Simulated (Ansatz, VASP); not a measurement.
**Al3Cu in VASP and in Ansatz**

```
Al Cu
1.0
     2.77841    0.00000    0.00000
     0.00000    2.77841    0.00000
     0.00000    0.00000    7.51340
Al Cu
3 1
Direct
  0.00000 0.00000 0.50000
  0.50000 0.50000 0.22612
  0.50000 0.50000 0.77388
  0.00000 0.00000 0.00000
```

Alike in both runs: task single point; functional r2SCAN; k mesh 16 × 16 × 6; occupations gaussian, width 0.1 eV; no spin polarisation.

```csv
,VASP,Ansatz
version,VASP 6.6.1,Ansatz 0.2.0
potentials or method,"VASP PAW PBE potentials, release 64 (Al, Cu), cutoff 520 eV","scalar-relativistic, plane waves, PAW"
valence electrons in the cell,20,28
```

|  | VASP | Ansatz | Ansatz less VASP |
| --- | --- | --- | --- |
| gap on the k mesh at the Fermi level (eV) | none | none | - |
| pressure (GPa) | 0.3 | 0.5 | +0.19 |
| traceless stress, the component that is largest in VASP (GPa) | 0.82 | 0.84 | +0.018 |
| rms of the force components (eV/Å) | 0.055 | 0.063 | +0.0083 |

VASP's potentials were made for PBE, not for r2SCAN. Atom by atom the forces differ by 0.008 eV/Å (rms over components). A gap of «none» marks a metal or a gap that the smearing closes. VASP's potentials hold 20 valence electrons a cell and Ansatz's 28, so a difference there can come from the potentials and not from the codes.
